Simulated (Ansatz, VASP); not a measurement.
## Mg5CdSe6 in VASP and in Ansatz

```
CELL_PARAMETERS angstrom
3.92367 0.00000 0.00000
-1.96183 3.39799 0.00000
0.00000 0.00000 19.23841
ATOMIC_POSITIONS crystal
Mg 0.33333 0.66667 0.82932
Mg 0.66667 0.33333 0.66465
Mg 0.00000 0.00000 0.50000
Mg 0.33333 0.66667 0.33535
Mg 0.66667 0.33333 0.17068
Cd 0.00000 0.00000 0.00000
Se 0.00000 0.00000 0.74691
Se 0.33333 0.66667 0.58231
Se 0.66667 0.33333 0.41769
Se 0.00000 0.00000 0.25309
Se 0.33333 0.66667 0.08906
Se 0.66667 0.33333 0.91094
```

Alike in both runs: functional PBE; k mesh 12 × 12 × 2; occupations gaussian, width 0.02 eV; no spin polarisation.

Ansatz relaxed the structure, and its values are those at the end. VASP's run is a single point on that final structure, the one shown.

|  | VASP | Ansatz |
| --- | --- | --- |
| version | VASP 6.6.1 | Ansatz 0.2.0 |
| potentials or method | VASP PAW PBE potentials, release 64 (Mg, Cd, Se), cutoff 520 eV | scalar-relativistic, plane waves, PAW |
| valence electrons in the cell | 58 | 166 |

VASP gave:

```
gap on the k mesh at the Fermi level (eV) : 1.09
least direct gap on the mesh (eV)         : 1.52
pressure (GPa)                            : 0.0
rms of the force components (eV/Å)        : 0.010
```

Task: Estimate Ansatz's values.

Result: gap on the k mesh at the Fermi level (eV): 1.10; least direct gap on the mesh (eV): 1.54; pressure (GPa): 0.0; rms of the force components (eV/Å): 0.000.

VASP's potentials hold 58 valence electrons a cell and Ansatz's 166, so a difference there can come from the potentials and not from the codes.
